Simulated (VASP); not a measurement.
Here is a VASP 6.6.1 calculation.

POSCAR

```
FeSi
1.0
    4.2823797376      0.0000000000      0.0000000000
    0.0000000000      4.2823797376      0.0000000000
    0.0000000000      0.0000000000      4.2823797376
Fe Si
4 4
Direct
    0.1395328068      0.1395328068      0.1395328068
    0.3604671932      0.8604671932      0.6395328068
    0.6395328068      0.3604671932      0.8604671932
    0.8604671932      0.6395328068      0.3604671932
    0.8425090222      0.8425090222      0.8425090222
    0.6574909778      0.1574909778      0.3425090222
    0.3425090222      0.6574909778      0.1574909778
    0.1574909778      0.3425090222      0.6574909778
```

The input INCAR.step1:

```
SYSTEM = FeSi
PREC     = Accurate       ! precision mode
ENCUT    = 520            ! plane-wave cutoff, eV
ISMEAR   = 0              ! smearing method
SIGMA    = 0.05           ! smearing width, eV
LREAL    = .False.        ! projectors in reciprocal space
LASPH    = .True.         ! aspherical terms in the spheres
NELM     = 60             ! most SCF steps
NBANDS   = 34             ! bands
GGA      = PE             ! functional
ALGO     = Normal         ! electronic algorithm
EDIFF    = 1E-4           ! SCF threshold, eV
LWAVE    = .True.         ! write WAVECAR
LCHARG   = .False.        ! write CHGCAR
```

The input INCAR.step2:

```
SYSTEM = FeSi
PREC     = Accurate       ! precision mode
ENCUT    = 520            ! plane-wave cutoff, eV
EDIFF    = 1E-6           ! SCF threshold, eV
ISMEAR   = 0              ! smearing method
SIGMA    = 0.05           ! smearing width, eV
LREAL    = .False.        ! projectors in reciprocal space
LASPH    = .True.         ! aspherical terms in the spheres
NELM     = 60             ! most SCF steps
ALGO     = Normal         ! electronic algorithm
ISIF     = 2              ! what is computed and relaxed
LWAVE    = .False.        ! write WAVECAR
LCHARG   = .True.         ! write CHGCAR
METAGGA  = R2SCAN         ! meta-GGA
LMIXTAU  = .True.       
LELF     = .True.         ! ELF
LVHAR    = .True.       
NBANDS   = 34             ! bands
ISTART   = 1
```

The input KPOINTS:

```
Automatic mesh
0
Gamma
  8 8 8
  0 0 0
```

Potentials or basis: VASP PAW PBE potentials, release 64 (Fe, Si).

Run with:

```sh
$ cat potpaw_PBE.64/Fe/POTCAR potpaw_PBE.64/Si/POTCAR > POTCAR
$ cp INCAR.step1 INCAR
$ mpirun -np 1 vasp_std > vasp.out
$ cp INCAR.step2 INCAR
$ mpirun -np 1 vasp_std > vasp.out
```

(1) Predict the pressure.

(2) What does it give for the largest force?

Results:

(1) 25.4 GPa.

(2) 0.049 eV/Å.

Caveat: the cell stands under pressure; the PAW data sets were made with another functional, which shifts forces and pressure a little.
